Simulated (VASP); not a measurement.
**CdS: relaxation of cell and atoms with PBEsol**

CdS:

```
CELL_PARAMETERS angstrom
2.91229 2.91229 0.00000
-2.91229 2.91229 0.00000
0.00000 2.91229 2.91229
ATOMIC_POSITIONS crystal
Cd 0.00000 0.00000 0.00000
S 0.75000 0.25000 0.50000
```

| Property | Result |
| --- | --- |
| Program | VASP 6.6.1 |
| Task | relaxation of cell and atoms |
| Functional | PBEsol |
| Potentials or basis | VASP PAW PBE potentials, release 64 (Cd, S) |
| Cutoff | 600 eV |
| k mesh | 8 × 8 × 8 |
| Occupations | gaussian, width 0.01 eV |
| Spin | no spin polarisation |
| Target pressure | 10 GPa |
| Dipole correction | no |
| Further INCAR settings | ALGO = Normal; EDIFF = 1e-06; IBRION = 2; EDIFFG = -0.002; NSW = 100; ISIF = 3 |

```yaml
Relaxed_volume: 21.98 Å³/atom
Relaxed_cell: a = 3.961 Å, b = 3.961 Å, c = 3.961 Å, α = 60.00°, β = 60.00°, γ = 90.00°
Space_group_after_relaxing_to_0.1_Å: F-43m (No. 216)
Energy_change_on_relaxing_the_run_minimises_the_enthalpy: +79.5 meV/atom
Ionic_steps: 7
Pressure_after_relaxing: 10.0 GPa
Band_gap_on_the_k_mesh: 1.25 eV
```

Step by step:
```
step  energy change (eV)  largest force (eV/Å)  pressure (GPa)  volume (Å³)
   1              0.0000                0.0000            0.36        49.40
   2              0.6116                0.0000           23.90        39.52
   3              0.1534                0.0000            9.79        44.05
   4              0.1598                0.0000           10.06        43.94
   5              0.1569                0.0000            9.91        43.99
   6              0.1587                0.0000            9.97        43.96
   7              0.1591                0.0000           10.01        43.96
```

Final structure:
```xyz
2
Lattice="2.8011 2.8011 0.0000 -2.8011 2.8011 0.0000 0.0000 2.8011 2.8011" Properties=species:S:1:pos:R:3 pbc="T T T"
Cd    0.0000    0.0000    0.0000
S     1.4005    4.2016    1.4005
```

Levels at points of the mesh, in eV from the valence-band top:
| k point | band 6 | band 7 | band 8 | band 9 | band 10 | band 11 | band 12 | band 13 |
| --- | --- | --- | --- | --- | --- | --- | --- | --- |
| (0.00, 0.00, 0.00) | -7.61 | 0.00 | 0.00 | 0.00 | 1.25 | 6.37 | 6.37 | 6.37 |
| (0.50, 0.00, 0.00) | -7.11 | -5.30 | -0.96 | -0.96 | 3.03 | 6.87 | 6.87 | 7.65 |
| (0.50, 0.50, 0.00) | -7.04 | -4.58 | -2.38 | -2.38 | 3.15 | 4.32 | 9.64 | 11.39 |

It took 110 s on 1 thread of Intel Xeon 8259CL, on a shared host, peak memory 0.22 GiB.

Caveat: the cell is relaxed towards a set pressure, so the run minimises the enthalpy, not the energy; the PAW data sets were made with another functional, which shifts forces and pressure a little.
